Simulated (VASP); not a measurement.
Here is a VASP 6.6.1 calculation.

The input POSCAR:

```
SnSe
1.0
    0.0000000000      2.9897980490      2.9897980490
    2.9897980490      0.0000000000      2.9897980490
    2.9897980490      2.9897980490      0.0000000000
Sn Se
1 1
Direct
    0.0000000000      0.0000000000      0.0000000000
    0.5000000000      0.5000000000      0.5000000000
```

Contents of INCAR.step1:

```
  ALGO = Normal
  EDIFF = 1E-4
  ENCUT = 520
  GGA = PE
  ISMEAR = -1
  LASPH = True
  LCHARG = False
  LREAL = False
  LWAVE = True
  NBANDS = 17
  NELM = 80
  PREC = Accurate
  SIGMA = 0.05
```

File INCAR.step2:

```
  ALGO = Normal
  EDIFF = 1E-6
  ENCUT = 520
  ISIF = 2
  ISMEAR = -1
  ISTART = 1
  IVDW = 13
  LASPH = True
  LCHARG = False
  LMIXTAU = True
  LREAL = False
  LWAVE = False
  METAGGA = R2SCAN
  NBANDS = 17
  NELM = 80
  PREC = Accurate
  SIGMA = 0.05
  VDW_A1 = 0.51559235
  VDW_A2 = 5.77342911
  VDW_S6 = 1.0
  VDW_S8 = 0.6018749
```

The input KPOINTS:

```
k-points
0
Gamma
  8 8 8
```

Potentials or basis: VASP PAW PBE potentials, release 64 (Sn_d, Se).

Launch:

```sh
$ cat potpaw_PBE.64/Sn_d/POTCAR potpaw_PBE.64/Se/POTCAR > POTCAR
$ cp INCAR.step1 INCAR
$ mpirun -np 1 vasp_std > vasp.out
$ cp INCAR.step2 INCAR
$ mpirun -np 1 vasp_std > vasp.out
```

Problem. What does it give for the dispersion energy per atom?

Solution. -0.136 eV.

Problem. What does it give for the pressure?

Solution. 0.2 GPa.

Problem. Predict the band gap on the k mesh.

Solution. 0.55 eV, direct.

Caveat: the PAW data sets were made with another functional, which shifts forces and pressure a little; spin-orbit coupling is left out, which moves the levels of the heavy elements. A k mesh can miss the band edges.
